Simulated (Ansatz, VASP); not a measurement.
One calculation of Cu, two programs

File POSCAR:

```
Cu
1.0
    2.5170887971      0.0000000000      0.0000000000
   -1.2585443986      2.1798628419      0.0000000000
    0.0000000000      0.0000000000      4.0849690207
Cu
2
Direct
    0.6666666667      0.3333333333      0.7500000000
    0.3333333333      0.6666666667      0.2500000000
```

The input INCAR.step1:

```
PREC = Accurate
ENCUT = 520
EDIFF = 1E-5
ISMEAR = -1
SIGMA = 0.05
LREAL = False
LASPH = True
NELM = 60
ALGO = Normal
ISIF = 2
LWAVE = True
LCHARG = False
NBANDS = 18
GGA = PE
```

Contents of INCAR.step2:

```
PREC = Accurate
ENCUT = 520
EDIFF = 1E-6
ISMEAR = -1
SIGMA = 0.05
LREAL = False
LASPH = True
NELM = 60
ALGO = Normal
ISIF = 2
LWAVE = False
LCHARG = False
GGA = PE
LHFCALC = True
HFSCREEN = 0.2079
PRECFOCK = Normal
NBANDS = 18
ISTART = 1
```

File KPOINTS:

```
regular mesh
0
Gamma
  8 8 4
```

Contents of input:

```
crystal:
  lattice:
    - [2.5170887971, 0.0, 0.0]
    - [-1.2585443986, 2.1798628419, 0.0]
    - [0.0, 0.0, 4.0849690207]
  atoms:
    - { symbol: Cu, position: [0.6666666667, 0.3333333333, 0.75] }
    - { symbol: Cu, position: [0.3333333333, 0.6666666667, 0.25] }
hamiltonian:
  xc: hse06
  pseudopotentials: { kind: paw }
kpoints:
  mp_grid: { grid: [8, 8, 4] }
scf:
  occupations: { method: fermi_dirac, width: 0.05 }
output:
  forces: true
  stress: true
  eigenvalues: true
```

Alike in both runs: task single point; functional HSE06; k mesh 8 × 8 × 4; occupations fermi-dirac, width 0.05 eV; no spin polarisation.

|  | VASP | Ansatz |
| --- | --- | --- |
| version | VASP 6.6.1 | Ansatz 0.2.0 |
| potentials or method | VASP PAW PBE potentials, release 64 (Cu) | Ansatz PAW |
| plane-wave cutoff (eV) | 520 | 420 |
| valence electrons in the cell | 22 | 38 |

Ansatz gave:

* gap on the k mesh at the Fermi level (eV): none
* pressure (GPa): 11.0
* traceless stress, the component that is largest in VASP (GPa): -2.02

Q: Estimate VASP's values.

A: gap on the k mesh at the Fermi level (eV): none; pressure (GPa): 11.4; traceless stress, the component that is largest in VASP (GPa): -1.91.

A gap of «none» marks a metal or a gap that the smearing closes. VASP's potentials hold 22 valence electrons a cell and Ansatz's 38, so a difference there can come from the potentials and not from the codes.

The k mesh is coarse, so the values compare programs but aren't converged.
